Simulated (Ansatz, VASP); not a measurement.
Two plane-wave programs on In3As

File INCAR:

```
SYSTEM = In3As
ALGO = Normal ; EDIFF = 1E-6
EDIFFG = -0.01 ; ENCUT = 600
GGA = PS ; IBRION = 2
ISIF = 3 ; ISMEAR = -1
LASPH = .TRUE. ; LCHARG = .FALSE.
LREAL = .FALSE. ; LWAVE = .FALSE.
NELM = 60 ; NSW = 60
PREC = Accurate ; SIGMA = 0.05
```

Contents of KPOINTS:

```
k-points
0
G
  6 6 6
  0 0 0
```

Contents of POSCAR:

```
In3As
1.0
    4.6716810000      0.0000000000      0.0000000000
    0.0000000000      4.6716810000      0.0000000000
    0.0000000000      0.0000000000      4.6716810000
In As
3 1
Direct
    0.5000000000      0.5000000000      0.0000000000
    0.5000000000      0.0000000000      0.5000000000
    0.0000000000      0.5000000000      0.5000000000
    0.0000000000      0.0000000000      0.0000000000
```

The input input.yaml:

```yaml
crystal:
  lattice:
    - [4.671681, 0.0, 0.0]
    - [0.0, 4.671681, 0.0]
    - [0.0, 0.0, 4.671681]
  atoms:
    - { symbol: In, position: [0.5, 0.5, 0.0] }
    - { symbol: In, position: [0.5, 0.0, 0.5] }
    - { symbol: In, position: [0.0, 0.5, 0.5] }
    - { symbol: As, position: [0.0, 0.0, 0.0] }
hamiltonian:
  xc: pbesol
  pseudopotentials: { kind: paw }
kpoints:
  mp_grid: { grid: [6, 6, 6] }
scf:
  occupations: { method: fermi_dirac, width: 0.05 }
output:
  forces: true
  stress: true
  eigenvalues: true
relax:
  f_tol: 0.01
  max_steps: 40
  cell: { stress_tol: 0.05 }
```

Alike in both runs: task relaxation of cell and atoms; functional PBEsol; k mesh 6 × 6 × 6; occupations fermi-dirac, width 0.05 eV; no spin polarisation.

|  | VASP | Ansatz |
| --- | --- | --- |
| version | VASP 6.6.1 | Ansatz 0.2.0 |
| potentials or method | VASP PAW PBE potentials, release 64 (In_d, As) | Ansatz PAW |
| plane-wave cutoff (eV) | 600 | 420 |
| valence electrons in the cell | 44 | 54 |

```tsv
	VASP	Ansatz	Ansatz less VASP
gap on the k mesh at the Fermi level, each at its own relaxed structure (eV)	none	none	-
relaxed volume (Å³/atom)	24.17	24.15	-0.022
relaxed cell length with the largest relative difference (Å)	4.590	4.588	-0.0014
```

VASP's potentials were made for PBE, not for PBEsol. A gap of «none» marks a metal or a gap that the smearing closes. VASP's potentials hold 44 valence electrons a cell and Ansatz's 54, so a difference there can come from the potentials and not from the codes.

Noted on Ansatz's run: the plane-wave basis is chosen anew once the cell has moved, so the energies of steps on either side of that aren't comparable.
